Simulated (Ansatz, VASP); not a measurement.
**One calculation of Al2Cu, two programs**

File POSCAR:

```
Al2Cu
1.0
    4.0267078573      0.0000000000      0.0000000000
    0.0000000000      4.0267078573      0.0000000000
    0.0000000000      0.0000000000      2.7657856321
Al Cu
2 1
Direct
    0.5000000000      0.0000000000      0.5000000000
    0.0000000000      0.5000000000      0.5000000000
    0.0000000000      0.0000000000      0.0000000000
```

Contents of INCAR.step1:

```
SYSTEM = Al2Cu
PREC = Accurate
ENCUT = 520
ISMEAR = 0
SIGMA = 0.15
LREAL = .False.
LASPH = .True.
NELM = 100
NBANDS = 16
GGA = PE
ALGO = Normal
EDIFF = 1E-4
LWAVE = .True.
LCHARG = .False.
```

File INCAR.step2:

```
SYSTEM = Al2Cu
PREC = Accurate
ENCUT = 520
EDIFF = 1E-6
ISMEAR = 0
SIGMA = 0.15
LREAL = .False.
LASPH = .True.
NELM = 100
ALGO = Normal
ISIF = 2
LWAVE = .False.
LCHARG = .False.
METAGGA = R2SCAN
LMIXTAU = .True.
NBANDS = 16
ISTART = 1
```

Contents of KPOINTS:

```
Automatic mesh
0
Gamma
  12 12 16
  0 0 0
```

Input for Ansatz:

```yaml
crystal:
  lattice:
    - [4.0267078573, 0.0, 0.0]
    - [0.0, 4.0267078573, 0.0]
    - [0.0, 0.0, 2.7657856321]
  atoms:
    - { symbol: Al, position: [0.5, 0.0, 0.5] }
    - { symbol: Al, position: [0.0, 0.5, 0.5] }
    - { symbol: Cu, position: [0.0, 0.0, 0.0] }
basis:
  ecutwfc: 500
kpoints:
  mp_grid: { grid: [12, 12, 16] }
hamiltonian:
  xc: r2scan
scf:
  occupations: { method: gaussian, width: 0.15 }
output:
  forces: true
  stress: true
  eigenvalues: true
```

Change from the starting cell: strain -0.015 along x and y, -0.030 along z, atoms carried along.

Alike in both runs: task single point; functional r2SCAN; k mesh 12 × 12 × 16; occupations gaussian, width 0.15 eV; no spin polarisation.

|  | VASP | Ansatz |
| --- | --- | --- |
| version | VASP 6.6.1 | Ansatz 0.2.0 |
| potentials or method | VASP PAW PBE potentials, release 64 (Al, Cu), cutoff 520 eV | scalar-relativistic, plane waves, PAW |
| valence electrons in the cell | 17 | 25 |

Ansatz gave:

```
gap on the k mesh at the Fermi level (eV)                     : none
pressure (GPa)                                                : 7.2
traceless stress, the component that is largest in VASP (GPa) : 1.21
```

Q: What did VASP give for the same quantities?

A: gap on the k mesh at the Fermi level (eV): none; pressure (GPa): 6.9; traceless stress, the component that is largest in VASP (GPa): 1.26.

VASP's potentials were made for PBE, not for r2SCAN. A gap of «none» marks a metal or a gap that the smearing closes. The functional is the same, so the differences come from potentials, cutoffs and numerics. VASP's potentials hold 17 valence electrons a cell and Ansatz's 25, so a difference there can come from the potentials and not from the codes.
